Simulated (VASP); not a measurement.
# Zr17N15 (a cell with a defect) in VASP: single point with PBE

Aim: the single point of Zr17N15 (a cell with a defect) with PBE.

All numbers are computed with VASP 6.6.1; they aren't measurements. Logs are shortened: lines on timing, memory, paths and dates and some standing lists are left out, and cuts for length are marked.

## (1) The cell of the first run

The cell holds a defect, 32 atoms: a = 7.958 Å, b = 7.958 Å, c = 7.958 Å, α = 109.47°, β = 109.47°, γ = 109.47°.

## (2) Single point, PBE

Contents of INCAR:

```
SYSTEM = Zr17N15
ALGO = Normal
EDIFF = 1E-7
ENCUT = 520
GGA = PE
ISIF = 2
ISMEAR = 0
LASPH = .True.
LCHARG = .False.
LREAL = Auto
LWAVE = .False.
NBANDS = 162
NELM = 100
PREC = Accurate
SIGMA = 0.1
```

Contents of KPOINTS:

```
Automatic mesh
0
Gamma
  4 4 4
  0.5 0.5 0.5
```

Contents of POSCAR:

```
Zr17N15
1.0
    4.5945978679      4.5945978679      4.5945978679
   -4.5945978679      4.5945978679     -4.5945978679
   -4.5945978679     -4.5945978679      4.5945978679
Zr N
17 15
Direct
    0.5000000000     -0.0198333895     -0.0198333895
    0.5000000000      0.7500000000      0.2500000000
    0.7500000000      0.7500000000      0.0000000000
    0.5000000000      0.5198333895      0.5198333895
    0.7698333895      0.5198333895      0.2500000000
    0.0000000000      0.5000000000      0.0000000000
    0.5000000000      0.2500000000      0.7500000000
    0.7698333895      0.2500000000      0.5198333895
    0.0000000000      0.2500000000      0.2500000000
    0.2301666105      0.2500000000     -0.0198333895
    0.7500000000      0.0000000000      0.7500000000
    0.0000000000      0.0000000000      0.5000000000
    0.2301666105     -0.0198333895      0.2500000000
    0.0000000000      0.7500000000      0.7500000000
    0.2500000000      0.7500000000      0.5000000000
    0.2500000000      0.5000000000      0.7500000000
    0.5000000000      0.2500000000      0.2500000000
    0.5000000000     -0.0037415344      0.5037415344
    0.7537415344     -0.0037415344      0.2500000000
    0.5000000000      0.7500000000      0.7500000000
    0.7537415344      0.7574830687      0.5037415344
    0.0000000000      0.7500000000      0.2500000000
    0.5000000000      0.5037415344     -0.0037415344
    0.7537415344      0.5037415344      0.7574830687
    0.0074830687      0.5037415344      0.5037415344
    0.2462584656      0.5037415344      0.2500000000
    0.7537415344      0.2500000000     -0.0037415344
    0.0000000000      0.2500000000      0.7500000000
    0.2462584656      0.2500000000      0.5037415344
   -0.0074830687     -0.0037415344     -0.0037415344
    0.2462584656     -0.0037415344      0.7425169313
    0.2462584656      0.7425169313     -0.0037415344
```

Potentials or basis: VASP PAW PBE potentials, release 64 (Zr_sv, N).

Run with:

```sh
> cat potpaw_PBE.64/Zr_sv/POTCAR potpaw_PBE.64/N/POTCAR > POTCAR
> mpirun -np 1 vasp_std > vasp.out
```

OUTCAR:

```text
SYSTEM = Zr17N15
   EDIFF = 1E-7
   ENCUT = 520
   GGA = PE
   ISIF = 2
   ISMEAR = 0
   LASPH = .True.
   LREAL = Auto
   NELM = 100
   PREC = Accurate

 ion  position               nearest neighbor table
   1  0.500  0.980  0.980-  20 2.12  31 2.34  32 2.34  19 2.34  27 2.34  17 2.48  15 3.12  16 3.12
                             3 3.12  11 3.12   7 3.25   2 3.25   9 3.25  14 3.25  10 3.51   8 3.51
   2  0.500  0.750  0.250-  18 2.30  19 2.30  23 2.30  26 2.30  21 2.30  32 2.30   3 3.25  11 3.25
                            15 3.25  16 3.25  12 3.25   6 3.25   1 3.25   4 3.25  13 3.25   5 3.25
   3  0.750  0.750  0.000-  19 2.26  23 2.26  24 2.26  30 2.26  22 2.30  20 2.30   5 3.12  13 3.12
                             1 3.12   4 3.12  11 3.25  12 3.25   2 3.25  14 3.25   6 3.25   9 3.25
   4  0.500  0.520  0.520-  20 2.12  21 2.34  24 2.34  26 2.34  29 2.34  17 2.48  15 3.12  16 3.12
                             3 3.12  11 3.12   7 3.25   2 3.25  14 3.25   9 3.25   8 3.51  10 3.51
   5  0.770  0.520  0.250-  22 2.12  21 2.34  25 2.34  23 2.34  27 2.34  17 2.48  12 3.12  15 3.12
                             3 3.12   6 3.12   2 3.25  14 3.25   9 3.25   7 3.25   8 3.51   4 3.51
   6  0.000  0.500  0.000-  26 2.26  27 2.26  24 2.26  32 2.26  28 2.30  22 2.30  10 3.12  13 3.12
                             5 3.12   8 3.12   9 3.25  14 3.25  15 3.25  16 3.25   3 3.25   2 3.25
   7  0.500  0.250  0.750-  18 2.30  23 2.30  27 2.30  29 2.30  24 2.30  31 2.30  11 3.25  16 3.25
                             3 3.25   6 3.25  15 3.25  12 3.25   5 3.25  13 3.25   1 3.25   4 3.25
   8  0.770  0.250  0.520-  28 2.12  25 2.34  24 2.34  19 2.34  18 2.34  17 2.48  12 3.12  16 3.12
                             6 3.12  11 3.12   9 3.25   7 3.25  14 3.25   2 3.25   4 3.51   1 3.51
   9  0.000  0.250  0.250-  19 2.30  26 2.30  27 2.30  29 2.30  25 2.30  30 2.30   6 3.25  12 3.25
[... 17 lines left out ...]
  19  0.754  0.996  0.250-   3 2.26  12 2.26   9 2.30   2 2.30   1 2.34   8 2.34
  20  0.500  0.750  0.750-   1 2.12   4 2.12   3 2.30  11 2.30  15 2.30  16 2.30
  21  0.754  0.757  0.504-  11 2.26  12 2.26  14 2.30   2 2.30   5 2.34   4 2.34
  22  0.000  0.750  0.250-   5 2.12  13 2.12   6 2.30  12 2.30   3 2.30  15 2.30
[... 8 lines left out ...]
  31  0.246  0.996  0.743-  12 2.26  15 2.26  14 2.30   7 2.30  10 2.34   1 2.34
  32  0.246  0.743  0.996-   6 2.26  16 2.26  14 2.30   2 2.30   1 2.34  13 2.34

  LATTYP: Found a body centered cubic cell.
 ALAT       =     9.1891957358

  Lattice vectors:

 A1 = (   4.5945978679,   4.5945978679,   4.5945978679)
 A2 = (  -4.5945978679,   4.5945978679,  -4.5945978679)
 A3 = (  -4.5945978679,  -4.5945978679,   4.5945978679)

Analysis of symmetry for initial positions (statically):
=====================================================================
 Subroutine PRICEL returns:
 Original cell was already a primitive cell.

 Routine SETGRP: Setting up the symmetry group for a
 body centered cubic supercell.

 Subroutine GETGRP returns: Found 48 space group operations
 (whereof  4 operations were pure point group operations)
 out of a pool of 48 trial point group operations.

The static configuration has the point symmetry C_2v.
 The point group associated with its full space group is O_h .

Analysis of symmetry for dynamics (positions and initial velocities):
=====================================================================
 Subroutine PRICEL returns:
 Original cell was already a primitive cell.

 Routine SETGRP: Setting up the symmetry group for a
 body centered cubic supercell.

 Subroutine GETGRP returns: Found 48 space group operations
 (whereof  4 operations were pure point group operations)
 out of a pool of 48 trial point group operations.

The dynamic configuration has the point symmetry C_2v.
 The point group associated with its full space group is O_h .

 Subroutine INISYM returns: Found 48 space group operations
 (whereof  4 operations are pure point group operations),
 and found     1 'primitive' translations

----------------------------------------------------------------------------------------

                                     Primitive cell

  volume of cell :     387.9739

  direct lattice vectors                    reciprocal lattice vectors
     4.594597868  4.594597868  4.594597868     0.000000000  0.108823452  0.108823452
    -4.594597868  4.594597868 -4.594597868    -0.108823452  0.108823452  0.000000000
    -4.594597868 -4.594597868  4.594597868    -0.108823452  0.000000000  0.108823452

  length of vectors
     7.958076948  7.958076948  7.958076948     0.153899602  0.153899602  0.153899602

  position of ions in fractional coordinates (direct lattice)
     0.500000000  0.980166610  0.980166610
     0.500000000  0.750000000  0.250000000
     0.750000000  0.750000000  0.000000000
[... 74 lines left out ...]

  Cartesian coordinates                     Fractional coordinates (reciprocal lattice)
     0.000000000  0.027205863  0.027205863     0.250000000  0.000000000  0.000000000
    -0.027205863  0.027205863  0.000000000     0.000000000  0.250000000  0.000000000
    -0.027205863  0.000000000  0.027205863     0.000000000  0.000000000  0.250000000

  Length of vectors
     0.038474900  0.038474900  0.038474900

  Shift w.r.t. Gamma in fractional coordinates (k-lattice)
     0.500000000  0.500000000  0.500000000

 Subroutine IBZKPT returns following result:
 ===========================================

 Found      6 irreducible k-points:

 Following reciprocal coordinates:
            Coordinates               Weight
  0.125000  0.125000  0.125000      8.000000
  0.375000  0.125000  0.125000     12.000000
 -0.125000  0.125000  0.125000      6.000000
 -0.375000  0.375000  0.125000     24.000000
 -0.375000 -0.375000  0.125000      8.000000
 -0.375000  0.375000  0.375000      6.000000
   k-points           NKPTS =      6   k-points in BZ     NKDIM =      6   number of bands    NBANDS=    162
   number of dos      NEDOS =    301   number of ions     NIONS =     32
   total plane-waves  NPLWV = 216000
   dimension x,y,z NGX =    60 NGY =   60 NGZ =   60
   dimension x,y,z NGXF=   120 NGYF=  120 NGZF=  120
   ions per type =              17  15
   NGX,Y,Z   is equivalent  to a cutoff of  12.53, 12.53, 12.53 a.u.
   NGXF,Y,Z  is equivalent  to a cutoff of  25.07, 25.07, 25.07 a.u.
 SYSTEM =  Zr17N15
   PREC   = accura    normal or accurate (medium, high low for compatibility)
   ISTART =      0    job   : 0-new  1-cont  2-samecut
   ICHARG =      2    charge: 1-file 2-atom 10-const
   ISPIN  =      1    spin polarized calculation?
   LNONCOLLINEAR =      F non collinear calculations
   LSORBIT =      F    spin-orbit coupling
   LASPH  =      T    aspherical Exc in radial PAW
   ENCUT  =  520.0 eV  38.22 Ry    6.18 a.u.  14.80 14.80 14.80*2*pi/ulx,y,z
   NELM   =    100;   NELMIN=  2; NELMDL= -5     # of ELM steps
   EDIFF  = 0.1E-06   stopping-criterion for ELM
   LREAL  =      T    real-space projection
   EDIFFG = 0.1E-05   stopping-criterion for IOM
   NSW    =      0    number of steps for IOM
   IBRION =     -1    ionic relax: 0-MD 1-quasi-New 2-CG
   NFREE  =      0    steps in history (QN), initial steepest desc. (CG)
   ISIF   =      2    stress and relaxation
   ISYM   =      2    0-nonsym 1-usesym 2-fastsym
   POTIM  = 0.5000    time-step for ionic-motion
   TEBEG  =    0.0;   TEEND  =   0.0 temperature during run
   PSTRESS=    0.0 pullay stress
   NELECT =     279.0000    total number of electrons
   NUPDOWN=      -1.0000    fix difference up-down
   EMIN   =  10.00;   EMAX   =-10.00  energy-range for DOS
   EFERMI =   0.00;   METHOD = LEGACY
   ISMEAR =     0;   SIGMA  =   0.10  broadening in eV -4-tet -1-fermi 0-gaus
   EFERMI_NEDOS =   21; number of points for ismear=-14 and -15
   IALGO  =     38    algorithm
   IMIX   =      4    mixing-type and parameters
     AMIX     =   0.40;   BMIX     =  1.00
     AMIX_MAG =   1.60;   BMIX_MAG =  1.00
  volume/ion in A,a.u.               =      12.12        81.82
  Fermi-wavevector in a.u.,A,eV,Ry     =   1.466703  2.771666 29.269078  2.151217
  Thomas-Fermi vector in A             =   2.582408
   LORBIT       =      0    0 simple, 1 ext, 2 COOP (PROOUT), +10 PAW based schemes
   GGA     = PE    functional components
   LHFCALC =     F    Hartree Fock is set to
   AEXX    =    0.0000 exact exchange contribution
   IVDW    =     0    specifies the selected vdW correction
   LEPSILON=     F    determine dielectric tensor
   LRPA    =     F    only Hartree local field effects (RPA)
 non-spin polarized calculation
 Gauss-broadening in eV      SIGMA  =   0.10
  energy-cutoff  :      520.00
  volume of cell :      387.97
 maximum number of plane-waves:     10483
   NGX = 29   NGY = 29   NGZ = 29

 number of electron     278.9999996 magnetization

 Free energy of the ion-electron system (eV)
  ---------------------------------------------------
  ext. energy  EPLUGINS =         0.00000000
  ---------------------------------------------------
  free energy    TOTEN  =      -311.58398917 eV

  energy without entropy =     -311.49332323  energy(sigma->0) =     -311.53865620

 E-fermi :  12.1052     XC(G=0): -12.6013

 val. band max:       12.0918680204   @ k =   0.1250   0.1250   0.1250
 cond. band min:      12.1122702957   @ k =   0.1250   0.1250   0.1250
 fundamental gap:      0.0204022753
 Fermi energy:        12.1051799057

 k-point     1 :       0.1250    0.1250    0.1250
  band No.  band energies     occupation
      1     -37.3215      2.00000
      2     -37.2994      2.00000
      3     -37.2994      2.00000
      4     -37.2978      2.00000
      5     -37.1476      2.00000
      6     -37.1249      2.00000
[... 913 lines left out ...]
    150      14.2069      0.00000
    151      14.2069      0.00000
 [bands above 151 left out]

------------------------ aborting loop because EDIFF is reached ----------------------------------------

  FORCE on cell =-STRESS in cart. coord.  units (eV):
  Direction    XX          YY          ZZ          XY          YZ          ZX
  --------------------------------------------------------------------------------------
  -------------------------------------------------------------------------------------
  Total       31.8891663     31.8891663     31.8891663     -0.0000000     -0.0000000     -0.0000000
  in kB      131.6895267    131.6895267    131.6895267     -0.0000000     -0.0000000     -0.0000000
  external PRESSURE =     131.6895267 kB  Pullay stress =       0.0000000 kB

 VOLUME and BASIS-vectors are now :
 -----------------------------------------------------------------------------
  energy-cutoff  :      520.00
  volume of cell :      387.97
      direct lattice vectors                 reciprocal lattice vectors
     4.594597868  4.594597868  4.594597868     0.000000000  0.108823452  0.108823452
    -4.594597868  4.594597868 -4.594597868    -0.108823452  0.108823452  0.000000000
    -4.594597868 -4.594597868  4.594597868    -0.108823452  0.000000000  0.108823452

 POSITION                                       TOTAL-FORCE (eV/Angst)
 -----------------------------------------------------------------------------------
     -6.70964      2.29730      2.29730         0.027433     -0.000000      0.000000
     -2.29730      4.59460     -0.00000        -0.000000     -0.000000      0.000000
      0.00000      6.89190      0.00000        -0.000000     -0.000000      0.000000
     -2.47955      2.29730      2.29730        -0.027433     -0.000000      0.000000
     -0.00000      4.77685      2.29730        -0.000000      0.027433      0.000000
     -2.29730      2.29730     -2.29730        -0.000000     -0.000000      0.000000
[... 24 lines left out ...]
     -6.85752      2.29730     -0.03438         0.002640     -0.000000     -0.002640
     -6.85752     -0.03438      2.29730         0.002640     -0.002640      0.000000
 -----------------------------------------------------------------------------------
    total drift:                                0.000013      0.000005      0.000007

  FREE ENERGIE OF THE ION-ELECTRON SYSTEM (eV)
  ---------------------------------------------------
  free  energy   TOTEN  =      -311.5839891735 eV

  energy  without entropy=     -311.4933232254  energy(sigma->0) =     -311.53865620
```

It took 31 min on 1 thread of Intel Xeon 8259CL, shared host; peak memory 0.63 GiB.

What came out:

| Quantity | Value |
| --- | --- |
| Free energy | -311.5840 eV |
| Pressure | 13.2 GPa |
| Largest force | 0.027 eV/Å |
| Band gap on the k mesh | zero (an odd number of electrons rules out a gap without spin polarisation) |

Forces in eV/Å, atoms in the order of the input:
```
Zr   0.027  0.000  0.000
Zr   0.000  0.000  0.000
Zr   0.000  0.000  0.000
Zr  -0.027  0.000  0.000
Zr   0.000  0.027  0.000
Zr   0.000  0.000  0.000
Zr   0.000  0.000  0.000
Zr   0.000  0.000  0.027
Zr   0.000  0.000  0.000
Zr   0.000  0.000 -0.027
Zr   0.000  0.000  0.000
Zr   0.000  0.000  0.000
Zr   0.000 -0.027  0.000
Zr   0.000  0.000  0.000
Zr   0.000  0.000  0.000
Zr   0.000  0.000  0.000
Zr   0.000  0.000  0.000
N    0.000 -0.003  0.003
N    0.003  0.000  0.003
N    0.000  0.000  0.000
N   -0.003  0.003  0.000
N    0.000  0.000  0.000
N    0.000  0.003 -0.003
N   -0.003  0.000  0.003
N    0.000  0.003  0.003
N   -0.003  0.000 -0.003
N    0.003  0.003  0.000
N    0.000  0.000  0.000
N   -0.003 -0.003  0.000
N    0.000 -0.003 -0.003
N    0.003  0.000 -0.003
N    0.003 -0.003  0.000
```

The gap in the log of VASP goes by the Fermi energy; the results here count the filled bands.